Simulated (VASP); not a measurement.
# Ge (Pmma) in VASP: single point with PBE

Aim: the single point of Ge with PBE.

All numbers are computed with VASP 6.6.1; they aren't measurements. Logs are shortened: lines on timing, memory, paths and dates and some standing lists are left out, and cuts for length are marked.

## (1) The cell of the first run

Symmetry: Pmma, No. 51, orthorhombic system. The conventional cell has a = 4.089 Å, b = 6.212 Å, c = 6.265 Å, α = 90.00°, β = 90.00°, γ = 90.00°. Within 3.3 Å of Ge (site symmetry m) lie 4 Ge at 2.49 to 2.55 Å. Ge (site symmetry mm2) has 4 Ge at 2.49 Å within 3.3 Å.

## (2) Single point, PBE

Contents of INCAR:

```
SYSTEM = Ge
PREC = Accurate
ENCUT = 500
EDIFF = 1E-6
ISMEAR = 0
SIGMA = 0.1
LREAL = .FALSE.
LASPH = .TRUE.
NELM = 120
ALGO = Normal
ISIF = 2
LWAVE = .FALSE.
LCHARG = .FALSE.
GGA = PE
ISYM = 0
NBANDS = 51
GGA_COMPAT = .FALSE.
```

Contents of KPOINTS:

```
regular mesh
0
G
  10 6 6
  0 0 0
```

Contents of POSCAR:

```
Ge
1.0
    4.0887242984      0.0000000000      0.0000000000
    0.0000000000      6.2115934587      0.0000000000
    0.0000000000      0.0000000000      6.2653483483
Ge
6
Direct
    0.7500000000      0.2945750331      0.1166925185
    0.2500000000      0.7054249669      0.8833074815
    0.2500000000      0.2945750331      0.8833074815
    0.7500000000      0.7054249669      0.1166925185
    0.2500000000      0.0000000000      0.6132011473
    0.7500000000      0.0000000000      0.3867988527
```

Potentials or basis: VASP PAW PBE potentials, release 64 (Ge_d).

On the command line:

```bash
$ cat potpaw_PBE.64/Ge_d/POTCAR > POTCAR
$ mpirun -np 1 vasp_std > vasp.out
```

OUTCAR:

```text
SYSTEM = Ge
   PREC = Accurate
   ENCUT = 500
   EDIFF = 1E-6
   ISMEAR = 0
   LREAL = .FALSE.
   LASPH = .TRUE.
   NELM = 120
   ISIF = 2
   GGA = PE
   ISYM = 0

 ion  position               nearest neighbor table
   1  0.750  0.295  0.117-   6 2.49   3 2.51   3 2.51   4 2.55
   2  0.250  0.705  0.883-   5 2.49   4 2.51   4 2.51   3 2.55
   3  0.250  0.295  0.883-   5 2.49   1 2.51   1 2.51   2 2.55
   4  0.750  0.705  0.117-   6 2.49   2 2.51   2 2.51   1 2.55
   5  0.250  0.000  0.613-   6 2.49   6 2.49   2 2.49   3 2.49
   6  0.750  0.000  0.387-   5 2.49   5 2.49   1 2.49   4 2.49

IMPORTANT INFORMATION: All symmetrisations will be switched off!
NOSYMM: (Re-)initialisation of all symmetry stuff for point group C_1.

----------------------------------------------------------------------------------------

                                     Primitive cell

  volume of cell :     159.1241

  direct lattice vectors                    reciprocal lattice vectors
     4.088724298  0.000000000  0.000000000     0.244575062  0.000000000  0.000000000
     0.000000000  6.211593459  0.000000000     0.000000000  0.160989287  0.000000000
     0.000000000  0.000000000  6.265348348     0.000000000  0.000000000  0.159608045

  length of vectors
     4.088724298  6.211593459  6.265348348     0.244575062  0.160989287  0.159608045

  position of ions in fractional coordinates (direct lattice)
     0.750000000  0.294575033  0.116692519
     0.250000000  0.705424967  0.883307481
     0.250000000  0.294575033  0.883307481
     0.750000000  0.705424967  0.116692519
     0.250000000  0.000000000  0.613201147
     0.750000000  0.000000000  0.386798853

  ion indices of the primitive-cell ions
   primitive index   ion index
                 1           1
                 2           2
                 3           3
                 4           4
                 5           5
                 6           6

----------------------------------------------------------------------------------------

 KPOINTS: regular mesh

Automatic generation of k-mesh.
 Grid dimensions read from file:
 generate k-points for:   10    6    6

 Generating k-lattice:

  Cartesian coordinates                     Fractional coordinates (reciprocal lattice)
     0.024457506  0.000000000  0.000000000     0.100000000  0.000000000  0.000000000
     0.000000000  0.026831548  0.000000000     0.000000000  0.166666667  0.000000000
     0.000000000  0.000000000  0.026601341     0.000000000  0.000000000  0.166666667

[... 59 lines left out ...]
   NSW    =      0    number of steps for IOM
   IBRION =     -1    ionic relax: 0-MD 1-quasi-New 2-CG
   NFREE  =      0    steps in history (QN), initial steepest desc. (CG)
   ISIF   =      2    stress and relaxation
   ISYM   =      0    0-nonsym 1-usesym 2-fastsym
   POTIM  = 0.5000    time-step for ionic-motion
   TEBEG  =    0.0;   TEEND  =   0.0 temperature during run
   PSTRESS=    0.0 pullay stress
   NELECT =      84.0000    total number of electrons
   NUPDOWN=      -1.0000    fix difference up-down
   EMIN   =  10.00;   EMAX   =-10.00  energy-range for DOS
   EFERMI =   0.00;   METHOD = LEGACY
   ISMEAR =     0;   SIGMA  =   0.10  broadening in eV -4-tet -1-fermi 0-gaus
   EFERMI_NEDOS =   21; number of points for ismear=-14 and -15
   IALGO  =     38    algorithm
   IMIX   =      4    mixing-type and parameters
     AMIX     =   0.40;   BMIX     =  1.00
     AMIX_MAG =   1.60;   BMIX_MAG =  1.00
  volume/ion in A,a.u.               =      26.52       178.97
  Fermi-wavevector in a.u.,A,eV,Ry     =   1.323090  2.500277 23.817895  1.750566
  Thomas-Fermi vector in A             =   2.452723
   LORBIT       =      0    0 simple, 1 ext, 2 COOP (PROOUT), +10 PAW based schemes
   GGA     = PE    functional components
   LHFCALC =     F    Hartree Fock is set to
   AEXX    =    0.0000 exact exchange contribution
   IVDW    =     0    specifies the selected vdW correction
   LEPSILON=     F    determine dielectric tensor
   LRPA    =     F    only Hartree local field effects (RPA)
 non-spin polarized calculation
 Gauss-broadening in eV      SIGMA  =   0.10
  energy-cutoff  :      500.00
  volume of cell :      159.12
 maximum number of plane-waves:      4062
 NGX is ok and might be reduce to    30
   NGX = 15   NGY = 23   NGZ = 23

 number of electron      84.0000019 magnetization

 Free energy of the ion-electron system (eV)
  ---------------------------------------------------
  ext. energy  EPLUGINS =         0.00000000
  ---------------------------------------------------
  free energy    TOTEN  =       -26.30681470 eV

  energy without entropy =      -26.30599233  energy(sigma->0) =      -26.30640352

 E-fermi :   3.5619     XC(G=0):  -9.0109

 val. band max:        3.4692238365   @ k =   0.0000   0.1667   0.0000
 cond. band min:       3.6254495853   @ k =   0.0000   0.1667   0.5000
 fundamental gap:      0.1562257488
 Fermi energy:         3.5619298521

 k-point     1 :       0.0000    0.0000    0.0000
  band No.  band energies     occupation
      1     -21.2468      2.00000
      2     -21.2023      2.00000
      3     -21.1971      2.00000
      4     -21.1811      2.00000
      5     -21.1647      2.00000
      6     -21.1624      2.00000
[... 1285 lines left out ...]
     50       8.7679      0.00000
     51       9.3849      0.00000

 [... further k-points ...]

------------------------ aborting loop because EDIFF is reached ----------------------------------------

  FORCE on cell =-STRESS in cart. coord.  units (eV):
  Direction    XX          YY          ZZ          XY          YZ          ZX
  --------------------------------------------------------------------------------------
  -------------------------------------------------------------------------------------
  Total       -0.0918960     -0.0830697     -0.0790947     -0.0000005      0.0000707      0.0000040
  in kB       -0.9252754     -0.8364060     -0.7963826     -0.0000052      0.0007120      0.0000401
  external PRESSURE =      -0.8526880 kB  Pullay stress =       0.0000000 kB

 VOLUME and BASIS-vectors are now :
 -----------------------------------------------------------------------------
  energy-cutoff  :      500.00
  volume of cell :      159.12
      direct lattice vectors                 reciprocal lattice vectors
     4.088724298  0.000000000  0.000000000     0.244575062  0.000000000  0.000000000
     0.000000000  6.211593459  0.000000000     0.000000000  0.160989287  0.000000000
     0.000000000  0.000000000  6.265348348     0.000000000  0.000000000  0.159608045

 POSITION                                       TOTAL-FORCE (eV/Angst)
 -----------------------------------------------------------------------------------
      3.06654      1.82978      0.73112        -0.000001     -0.000556      0.001001
      1.02218      4.38181      5.53423         0.000005      0.000533     -0.000985
      1.02218      1.82978      5.53423        -0.000000     -0.000546     -0.001012
      3.06654      4.38181      0.73112        -0.000005      0.000541      0.000987
      1.02218      0.00000      3.84192        -0.000000      0.000057     -0.001395
      3.06654      0.00000      2.42343         0.000002     -0.000029      0.001404
 -----------------------------------------------------------------------------------
    total drift:                                0.000006     -0.000007     -0.000021

  FREE ENERGIE OF THE ION-ELECTRON SYSTEM (eV)
  ---------------------------------------------------
  free  energy   TOTEN  =       -26.3068146988 eV

  energy  without entropy=      -26.3059923322  energy(sigma->0) =      -26.30640352
```

OSZICAR:

```text
N       E                     dE             d eps       ncg     rms          rms(c)
DAV:   1     0.901817160517E+03    0.90182E+03   -0.40416E+04 21907   0.423E+03
DAV:   2     0.144897077103E+03   -0.75692E+03   -0.73543E+03 18768   0.962E+02
DAV:   3    -0.141261491394E+02   -0.15902E+03   -0.15604E+03 20412   0.240E+02
DAV:   4    -0.262672253144E+02   -0.12141E+02   -0.12034E+02 21808   0.744E+01
DAV:   5    -0.266037544051E+02   -0.33653E+00   -0.33592E+00 21117   0.141E+01    0.507E+00
DAV:   6    -0.263922927979E+02    0.21146E+00   -0.19702E-01 29457   0.885E+00    0.299E+00
DAV:   7    -0.262960976107E+02    0.96195E-01   -0.34901E-01 20203   0.431E+00    0.362E-01
DAV:   8    -0.263028527032E+02   -0.67551E-02   -0.54617E-02 21708   0.237E+00    0.213E-01
DAV:   9    -0.263055844109E+02   -0.27317E-02   -0.75193E-03 20248   0.103E+00    0.109E-01
DAV:  10    -0.263064718059E+02   -0.88740E-03   -0.91346E-04 20884   0.604E-01    0.364E-02
DAV:  11    -0.263067619712E+02   -0.29017E-03   -0.41117E-04 25432   0.359E-01    0.156E-02
DAV:  12    -0.263068013656E+02   -0.39394E-04   -0.76768E-05 21544   0.181E-01    0.625E-03
DAV:  13    -0.263068120965E+02   -0.10731E-04   -0.26708E-05 20277   0.997E-02    0.293E-03
DAV:  14    -0.263068139784E+02   -0.18819E-05   -0.78617E-06 20529   0.640E-02    0.167E-03
DAV:  15    -0.263068146988E+02   -0.72033E-06   -0.26651E-06 16336   0.343E-02
   1 F= -.26306815E+02 E0= -.26306404E+02  d E =-.822367E-03
```

stdout:

```text
POSCAR found type information on POSCAR Ge
 POSCAR found :  1 types and       6 ions
 scaLAPACK will be used
 LDA part: xc-table for (Slater+PW92), standard interpolation
 POSCAR, INCAR and KPOINTS ok, starting setup
 FFT: planning ... GRIDC
 FFT: planning ... GRID_SOFT
 FFT: planning ... GRID
 WAVECAR not read
 entering main loop
```

Run time: 36 min. Hardware: 1 thread of Intel Xeon 8259CL, shared host; peak memory 0.93 GiB.

Results:

- Free energy: -26.3068 eV
- Pressure: -0.1 GPa
- Band gap on the k mesh: zero (bands 42 and 43 overlap by 0.20 eV)

Levels at points of the mesh, in eV from the Fermi level:
```
           k point  band 39  band 40  band 41  band 42  band 43  band 44  band 45  band 46
(0.00, 0.00, 0.00)    -2.54    -0.92    -0.91    -0.25     0.49     1.13     2.57     2.85
(0.50, 0.00, 0.00)    -2.63    -2.63    -1.81    -1.81     1.47     1.47     1.85     1.85
(0.00, 0.50, 0.00)    -1.83    -1.17    -0.76    -0.45     0.16     1.09     1.35     1.44
(0.50, 0.50, 0.00)    -3.16    -3.16    -1.31    -1.31     1.28     1.28     1.30     1.30
(0.00, 0.00, 0.50)    -1.87    -1.72    -0.48    -0.22     0.33     0.61     1.41     2.76
(0.50, 0.00, 0.50)    -2.34    -2.34    -2.26    -2.26     1.38     1.38     3.69     3.69
(0.00, 0.50, 0.50)    -1.93    -1.69    -0.99    -0.90     0.39     1.07     1.49     2.31
(0.50, 0.50, 0.50)    -1.71    -1.71    -1.12    -1.12     0.25     0.25     2.83     2.83
```

Caveat: semilocal functionals underestimate gaps, so a narrow gap can read as zero.
